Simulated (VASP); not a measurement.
# NaH (Pm-3m) in VASP: vibrations by perturbation theory with LDA

Aim: the vibrations by perturbation theory of NaH with LDA.

Program: VASP 6.6.1. These are calculated values, not measurements. Logs are shortened: lines on timing, memory, paths and dates and some standing lists are left out, and cuts for length are marked.

## Step 1: The cell of the first run

It takes space group Pm-3m (No. 221, cubic). Conventional cell: a = 2.955 Å, b = 2.955 Å, c = 2.955 Å, α = 90.00°, β = 90.00°, γ = 90.00°. Within 3.4 Å of Na (site symmetry m-3m) lie 8 H at 2.56 Å and 6 Na at 2.96 Å. Within 3.4 Å of H (site symmetry m-3m) lie 8 Na at 2.56 Å and 6 H at 2.96 Å.

## Step 2: Vibrations by perturbation theory, LDA

The input, INCAR:

```
  PREC = Accurate
  ENCUT = 520
  EDIFF = 1E-8
  ISMEAR = 0
  SIGMA = 0.01
  LREAL = False
  LASPH = True
  NELM = 100
  ALGO = Normal
  ISIF = 2
  LWAVE = False
  LCHARG = True
  NBANDS = 11
  IBRION = 8
  NSW = 1
```

The input, KPOINTS:

```
Automatic mesh
0
Gamma
  6 6 6
```

The input, POSCAR:

```
NaH
1.0
    2.9551240000      0.0000000000      0.0000000000
    0.0000000000      2.9551240000      0.0000000000
    0.0000000000      0.0000000000      2.9551240000
Na H
1 1
Direct
    0.0000000000      0.0000000000      0.0000000000
    0.5000000000      0.5000000000      0.5000000000
```

Potentials or basis: VASP PAW LDA potentials, release 64 (Na_pv, H).

Run with:

```sh
cat potpaw_LDA.64/Na_pv/POTCAR potpaw_LDA.64/H/POTCAR > POTCAR
mpirun -np 1 vasp_std > vasp.out
```

OUTCAR:

```text
PREC = Accurate
   ENCUT = 520
   EDIFF = 1E-8
   ISMEAR = 0
   LREAL = False
   LASPH = True
   NELM = 100
   ISIF = 2
   IBRION = 8
   NSW = 1

 ion  position               nearest neighbor table
   1  0.000  0.000  0.000-
   2  0.500  0.500  0.500-

  LATTYP: Found a simple cubic cell.
 ALAT       =     2.9551240000

  Lattice vectors:

 A1 = (   2.9551240000,   0.0000000000,   0.0000000000)
 A2 = (   0.0000000000,   2.9551240000,   0.0000000000)
 A3 = (   0.0000000000,   0.0000000000,   2.9551240000)

Analysis of symmetry for initial positions (statically):
=====================================================================
 Subroutine PRICEL returns:
 Original cell was already a primitive cell.

 Routine SETGRP: Setting up the symmetry group for a
 simple cubic supercell.

 Subroutine GETGRP returns: Found 48 space group operations
 (whereof 48 operations were pure point group operations)
 out of a pool of 48 trial point group operations.

The static configuration has the point symmetry O_h .

Analysis of symmetry for dynamics (positions and initial velocities):
=====================================================================
 Subroutine PRICEL returns:
 Original cell was already a primitive cell.

 Routine SETGRP: Setting up the symmetry group for a
 simple cubic supercell.

 Subroutine GETGRP returns: Found 48 space group operations
 (whereof 48 operations were pure point group operations)
 out of a pool of 48 trial point group operations.

The dynamic configuration has the point symmetry O_h .

 Subroutine INISYM returns: Found 48 space group operations
 (whereof 48 operations are pure point group operations),
 and found     1 'primitive' translations

----------------------------------------------------------------------------------------

                                     Primitive cell

  volume of cell :      25.8064

  direct lattice vectors                    reciprocal lattice vectors
     2.955124000  0.000000000  0.000000000     0.338395275  0.000000000  0.000000000
     0.000000000  2.955124000  0.000000000     0.000000000  0.338395275  0.000000000
     0.000000000  0.000000000  2.955124000     0.000000000  0.000000000  0.338395275

  length of vectors
     2.955124000  2.955124000  2.955124000     0.338395275  0.338395275  0.338395275

  position of ions in fractional coordinates (direct lattice)
     0.000000000  0.000000000  0.000000000
     0.500000000  0.500000000  0.500000000

  ion indices of the primitive-cell ions
   primitive index   ion index
                 1           1
                 2           2

----------------------------------------------------------------------------------------

 KPOINTS: Automatic mesh

Automatic generation of k-mesh.
 Grid dimensions read from file:
 generate k-points for:    6    6    6

 Generating k-lattice:

  Cartesian coordinates                     Fractional coordinates (reciprocal lattice)
     0.056399213  0.000000000  0.000000000     0.166666667  0.000000000  0.000000000
     0.000000000  0.056399213  0.000000000     0.000000000  0.166666667  0.000000000
     0.000000000  0.000000000  0.056399213     0.000000000  0.000000000  0.166666667

  Length of vectors
     0.056399213  0.056399213  0.056399213

  Shift w.r.t. Gamma in fractional coordinates (k-lattice)
     0.000000000  0.000000000  0.000000000

 Subroutine IBZKPT returns following result:
 ===========================================

[... 72 lines left out ...]
   LRPA    =     F    only Hartree local field effects (RPA)
 non-spin polarized calculation
 Gauss-broadening in eV      SIGMA  =   0.01
  energy-cutoff  :      520.00
  volume of cell :       25.81
 maximum number of plane-waves:       739
 NGX is ok and might be reduce to    24
   NGX = 11   NGY = 11   NGZ = 11

--------------------------------------- Ionic step        1  -------------------------------------------

 number of electron       7.9999998 magnetization

 Free energy of the ion-electron system (eV)
  ---------------------------------------------------
  ext. energy  EPLUGINS =         0.00000000
  ---------------------------------------------------
  free energy    TOTEN  =        -5.09103455 eV

  energy without entropy =       -5.09103455  energy(sigma->0) =       -5.09103455

 E-fermi :   1.4093     XC(G=0):  -8.6173

 val. band max:        1.2950233784   @ k =   0.5000   0.5000   0.5000
 cond. band min:       1.8710796203   @ k =   0.5000   0.0000   0.0000
 fundamental gap:      0.5760562420
 Fermi energy:         1.4092597262

 k-point     1 :       0.0000    0.0000    0.0000
  band No.  band energies     occupation
      1     -23.4069      2.00000
      2     -23.4069      2.00000
      3     -23.4069      2.00000
      4      -4.8861      2.00000
      5       9.7814      0.00000
      6      11.7530      0.00000
      7      11.7530      0.00000
      8      13.3630      0.00000
      9      13.3630      0.00000
     10      13.3630      0.00000
     11      26.3988      0.00000
[... 254 lines left out ...]
  band No.  band energies     occupation
      1     -23.5346      2.00000
      2     -23.5346      2.00000
      3     -23.5346      2.00000
      4       1.2950      2.00000
      5       7.8048      0.00000
      6       7.8048      0.00000
      7       7.8048      0.00000
      8       9.8767      0.00000
      9       9.8767      0.00000
     10       9.8767      0.00000
     11      16.7766      0.00000

------------------------ aborting loop because EDIFF is reached ----------------------------------------

  FORCE on cell =-STRESS in cart. coord.  units (eV):
  Direction    XX          YY          ZZ          XY          YZ          ZX
  --------------------------------------------------------------------------------------
  -------------------------------------------------------------------------------------
  Total       -0.3341674     -0.3341674     -0.3341674      0.0000000      0.0000000     -0.0000000
  in kB      -20.7466284    -20.7466284    -20.7466284      0.0000000      0.0000000     -0.0000000
  external PRESSURE =     -20.7466284 kB  Pullay stress =       0.0000000 kB

 VOLUME and BASIS-vectors are now :
 -----------------------------------------------------------------------------
  energy-cutoff  :      520.00
  volume of cell :       25.81
      direct lattice vectors                 reciprocal lattice vectors
     2.955124000  0.000000000  0.000000000     0.338395275  0.000000000  0.000000000
     0.000000000  2.955124000  0.000000000     0.000000000  0.338395275  0.000000000
     0.000000000  0.000000000  2.955124000     0.000000000  0.000000000  0.338395275

 POSITION                                       TOTAL-FORCE (eV/Angst)
 -----------------------------------------------------------------------------------
      0.00000      0.00000      0.00000         0.000000      0.000000      0.000000
      1.47756      1.47756      1.47756         0.000000      0.000000      0.000000
 -----------------------------------------------------------------------------------
    total drift:                                0.000000      0.000000      0.000000

  FREE ENERGIE OF THE ION-ELECTRON SYSTEM (eV)
  ---------------------------------------------------
  free  energy   TOTEN  =        -5.0910345513 eV

  energy  without entropy=       -5.0910345513  energy(sigma->0) =       -5.09103455

[... ionic steps 2 to 3 ...]

--------------------------------------- Ionic step        4  -------------------------------------------

------------------------ aborting loop because EDIFF is reached ----------------------------------------

[... ionic steps 5 to 6 ...]

--------------------------------------- Ionic step        7  -------------------------------------------

 Free energy of the ion-electron system (eV)
  ---------------------------------------------------
  ---------------------------------------------------
  free energy    TOTEN  =        -0.01635840 eV

  energy without entropy =       -0.01635840

------------------------ aborting loop because EDIFF is reached ----------------------------------------

 INTERNAL STRAIN TENSOR  FOR ION    2  DIRECTION 1   (eV/Angst):
 -----------------------------------------------------------------------------
    -0.00744 -0.00000 -0.00000
     0.00000  0.00258  0.00000
     0.00000  0.00000  0.00258

 INTERNAL STRAIN TENSOR FOR ION    2 for displacements in x,y,z  (eV/Angst):
          X           Y           Z          XY          YZ          ZX
  --------------------------------------------------------------------------------
  x     0.00000     0.00000     0.00000     0.00000     0.00000     0.00000
  y     0.00000     0.00000     0.00000     0.00000     0.00000     0.00000
  z     0.00000     0.00000     0.00000     0.00000     0.00000     0.00000

 SECOND DERIVATIVES (NOT SYMMETRIZED)
 ------------------------------------
               1X          1Y          1Z          2X          2Y          2Z
  1X    -0.312458    0.000000    0.000000    0.312458   -0.000000   -0.000000
  1Y     0.000000   -0.312458   -0.000000   -0.000000    0.312458    0.000000
  1Z     0.000000    0.000000   -0.312458   -0.000000   -0.000000    0.312458
  2X     0.316874    0.000000    0.000000   -0.316874   -0.000000    0.000000
  2Y     0.000000    0.316874   -0.000000   -0.000000   -0.316874    0.000000
  2Z    -0.000000    0.000000    0.316874    0.000000    0.000000   -0.316874

 Eigenvectors and eigenvalues of the dynamical matrix
 ----------------------------------------------------

   1 f  =    8.986976 THz    56.466838 2PiTHz  299.773263 cm-1    37.167131 meV
             X         Y         Z           dx          dy          dz
      0.000000  0.000000  0.000000    -0.074441   -0.188646    0.000000
      1.477562  1.477562  1.477562     0.359435    0.910866    0.000000
[... 21 lines left out ...]
   6 f/i=    0.012521 THz     0.078671 2PiTHz    0.417651 cm-1     0.051782 meV
             X         Y         Z           dx          dy          dz
      0.000000  0.000000  0.000000    -0.030957    0.976108   -0.071601
      1.477562  1.477562  1.477562    -0.006411    0.202158   -0.014829

--------------------------------------------------------------------------------------------------------

 ELASTIC MODULI CONTR FROM IONIC RELAXATION (kBar)
 Direction    XX          YY          ZZ          XY          YZ          ZX
 --------------------------------------------------------------------------------
 XX           0.0000      0.0000      0.0000      0.0000      0.0000      0.0000
 YY           0.0000      0.0000      0.0000      0.0000      0.0000      0.0000
 ZZ           0.0000      0.0000      0.0000      0.0000      0.0000      0.0000
 XY           0.0000      0.0000      0.0000      0.0000      0.0000      0.0000
 YZ           0.0000      0.0000      0.0000      0.0000      0.0000      0.0000
 ZX           0.0000      0.0000      0.0000      0.0000      0.0000      0.0000
 --------------------------------------------------------------------------------
```

Run time: 14 s. Hardware: 1 thread of Intel Xeon Platinum 8375C at 2.90GHz (Ice Lake), shared host; peak memory 0.15 GiB.

Results:

```yaml
Highest_phonon_frequency_at_Γ_LO-TO_splitting_left_out: 300 cm⁻¹
```

Phonon frequencies in cm⁻¹ (negative: imaginary):
```tsv
q point	frequencies
(0.000, 0.000, 0.000)	0 0 0 300 300 300
```

Caveat: the cell wasn't relaxed at this level first, which shifts response properties.
